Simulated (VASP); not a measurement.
Wanted: the native input for a VASP 6.6.1 run.

| Property | Result |
| --- | --- |
| Task | single point |
| Functional | PBE |
| Potentials or basis | VASP PAW PBE potentials, release 64 (Fe, O) |
| Cutoff | 520 eV |
| k mesh | 4 × 4 × 4 |
| Occupations | fermi-dirac, width 0.05 eV |
| Spin | collinear spin, ferromagnetic start |
| Starting moments | [4.0, 4.0, 4.0, 4.0, 0.0, 0.0, 0.0, 0.0, 0.0, 0.0] μB |
| Hubbard terms | Fe d U = 4.4 eV |
| Dipole correction | no |
| Further INCAR settings | ALGO = Normal; EDIFF = 1e-07; NBANDS = 49 |

The structure of Fe2O3 lies in POSCAR:

```
Fe2O3
1.0
    2.5190008700      1.4543458300      4.5906700000
   -2.5190008700      1.4543458300      4.5906700000
    0.0000000000     -2.9086916600      4.5906700000
Fe O
4 6
Direct
    0.8553000000      0.8553000000      0.8553000000
    0.6447000000      0.6447000000      0.6447000000
    0.1447000000      0.1447000000      0.1447000000
    0.3553000000      0.3553000000      0.3553000000
    0.0559000000      0.4441000000      0.7500000000
    0.7500000000      0.0559000000      0.4441000000
    0.4441000000      0.7500000000      0.0559000000
    0.9441000000      0.5559000000      0.2500000000
    0.2500000000      0.9441000000      0.5559000000
    0.5559000000      0.2500000000      0.9441000000
```

These files were run (other wordings do the same):

INCAR

```
SYSTEM = Fe2O3
ALGO = Normal ; EDIFF = 1E-7
ENCUT = 520 ; GGA = PE
ISIF = 2 ; ISMEAR = -1
ISPIN = 2 ; LASPH = .True.
LCHARG = .False. ; LDAU = .True.
LDAUJ = 0 0 ; LDAUL = 2 -1
LDAUPRINT = 1 ; LDAUTYPE = 2
LDAUU = 4.4 0 ; LMAXMIX = 4
LORBIT = 11 ; LREAL = .False.
LWAVE = .False. ; MAGMOM = 4 4 4 4 0 0 0 0 0 0
NBANDS = 49 ; NELM = 150
PREC = Accurate ; SIGMA = 0.05
```

KPOINTS

```
k-points
0
Gamma
  4 4 4
  0 0 0
```

Potentials or basis: VASP PAW PBE potentials, release 64 (Fe, O).

Command:

```bash
$ cat potpaw_PBE.64/Fe/POTCAR potpaw_PBE.64/O/POTCAR > POTCAR
$ mpirun -np 1 vasp_std > vasp.out
```

It gave:

```
Pressure                                              : 8.5 GPa
Largest force                                         : 0.353 eV/Å
Band gap on the k mesh                                : 1.24 eV, indirect (least direct gap 1.46 eV)
Net moment                                            : 20.00 μB per cell
Site moments                                          : Fe +4.37; O +0.36 μB
Valence electrons inside the program's atomic spheres : Fe 6.75; O 5.06
```

Caveat: only a ferromagnetic start was run, and an antiferromagnetic order may lie lower in energy.

Wall time 3.6 min on 1 thread of Intel(R) Xeon(R) Platinum 8259CL CPU @ 2.50GHz (Skylake/Cascade Lake) (shared host), peak memory 0.32 GiB.
